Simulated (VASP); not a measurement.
The system is Ca3Hg.

```
Ca Hg
1.0
     5.10018    0.00000    0.00000
     0.00000    5.10018    0.00000
     0.00000    0.00000    5.10018
Ca Hg
3 1
Direct
  0.50000 0.00000 0.00000
  0.00000 0.00000 0.50000
  0.00000 0.50000 0.00000
  0.50000 0.50000 0.50000
```

* Program: VASP 6.6.1
* Task: relaxation of cell and atoms
* Functional: PBEsol
* Potentials or basis: VASP PAW PBE potentials, release 64 (Ca_sv, Hg)
* Cutoff: 600 eV
* k mesh: 7 × 7 × 7
* Occupations: fermi-dirac, width 0.05 eV
* Spin: no spin polarisation

At the start: pressure -1.3 GPa; volume 33.17 Å³/atom.

Task: Where does the relaxation end?

Result: Over 4 steps the energy falls by 8.0 meV/atom and the volume is 31.26 Å³/atom (-5.8 %); space group Pm-3m (No. 221, to 0.1 Å) before and after.

The path:
```
step  energy change (eV)  largest force (eV/Å)  pressure (GPa)  volume (Å³)
   1              0.0000                0.0000           -1.27       132.67
   2             -0.0278                0.0000           -0.48       127.67
   3             -0.0319                0.0000           -0.03       125.18
   4             -0.0319                0.0000            0.00       125.02
```

Final structure:
```
Ca Hg
1.0
     5.00028    0.00000    0.00000
     0.00000    5.00028    0.00000
     0.00000    0.00000    5.00028
Ca Hg
3 1
Direct
  0.50000 0.00000 0.00000
  0.00000 0.00000 0.50000
  0.00000 0.50000 0.00000
  0.50000 0.50000 0.50000
```

Caveat: the PAW data sets were made with another functional, which shifts forces and pressure a little.
